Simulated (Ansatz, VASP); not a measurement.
## One calculation of H, two programs

Contents of INCAR:

```
ALGO     = Normal         # electronic algorithm
EDIFF    = 1E-7           # SCF threshold, eV
EDIFFG   = -0.04          # ionic threshold
ENCUT    = 600            # plane-wave cutoff, eV
GGA      = PE             # functional
IBRION   = 2              # ionic algorithm
ISIF     = 3              # what is computed and relaxed
ISMEAR   = 0              # smearing method
ISYM     = 0            
LASPH    = True           # aspherical terms in the spheres
LCHARG   = False          # write CHGCAR
LREAL    = False          # projectors in reciprocal space
LWAVE    = False          # write WAVECAR
NELM     = 100            # most SCF steps
NSW      = 45             # ionic steps
PREC     = Accurate       # precision mode
SIGMA    = 0.1            # smearing width, eV
```

KPOINTS

```
k-points
0
Gamma
  3 3 3
```

File POSCAR:

```
H
1.0
    5.5129496338     -0.8048925750     -0.2103418203
   -0.7979573875      5.7096609155      0.2232630337
   -0.2010062235      0.2231418660      5.7075972900
H
10
Direct
    0.9644231829      0.7300990813      0.6045735476
    0.5998321211      0.9757763518      0.7278872171
    0.3359331093      0.3588426480      0.5178581989
    0.1634156260      0.9922706911      0.1816633423
    0.1834113710      0.0331311180      0.0546969430
    0.8186204039      0.4837975452      0.0879406374
    0.7129440103      0.3815304701      0.1326153814
    0.4304432812      0.3863320239      0.6200446109
    0.6465536395      0.9152717524      0.8362346258
    0.0782032947      0.6840865908      0.6220840587
```

Input for Ansatz:

```yaml
crystal:
  lattice:
    - [5.5129496338, -0.804892575, -0.2103418203]
    - [-0.7979573875, 5.7096609155, 0.2232630337]
    - [-0.2010062235, 0.223141866, 5.70759729]
  atoms:
    - { symbol: H, position: [0.9644231829, 0.7300990813, 0.6045735476] }
    - { symbol: H, position: [0.5998321211, 0.9757763518, 0.7278872171] }
    - { symbol: H, position: [0.3359331093, 0.358842648, 0.5178581989] }
    - { symbol: H, position: [0.163415626, 0.9922706911, 0.1816633423] }
    - { symbol: H, position: [0.183411371, 0.033131118, 0.054696943] }
    - { symbol: H, position: [0.8186204039, 0.4837975452, 0.0879406374] }
    - { symbol: H, position: [0.7129440103, 0.3815304701, 0.1326153814] }
    - { symbol: H, position: [0.4304432812, 0.3863320239, 0.6200446109] }
    - { symbol: H, position: [0.6465536395, 0.9152717524, 0.8362346258] }
    - { symbol: H, position: [0.0782032947, 0.6840865908, 0.6220840587] }
  symmetry: { detect: false }
basis:
  ecutwfc: 420
kpoints:
  mp_grid: { grid: [3, 3, 3] }
hamiltonian:
  xc: pbe
scf:
  occupations: { method: gaussian, width: 0.1 }
  lower_state_search: "off"
output:
  forces: true
  stress: true
  eigenvalues: true
relax:
  adjacent_minimum: "off"
  f_tol: 0.04
  max_steps: 25
  cell: { stress_tol: 0.3 }
```

Alike in both runs: task relaxation of cell and atoms; functional PBE; k mesh 3 × 3 × 3; occupations gaussian, width 0.1 eV; no spin polarisation.

```csv
,VASP,Ansatz
version,VASP 6.6.1,Ansatz 0.2.0
potentials or method,"VASP PAW PBE potentials, release 64 (H), cutoff 600 eV","scalar-relativistic, plane waves, PAW"
valence electrons in the cell,10,10
```

```tsv
	VASP	Ansatz	Ansatz less VASP
gap on the k mesh at the Fermi level, each at its own relaxed structure (eV)	9.23	9.23	+0.001
relaxed volume (Å³/atom)	17.56	17.56	0.000
relaxed cell length with the largest relative difference (Å)	5.769	5.769	0.0000
```

Noted on VASP's run: the relaxation stopped at its first step, so nothing moved.
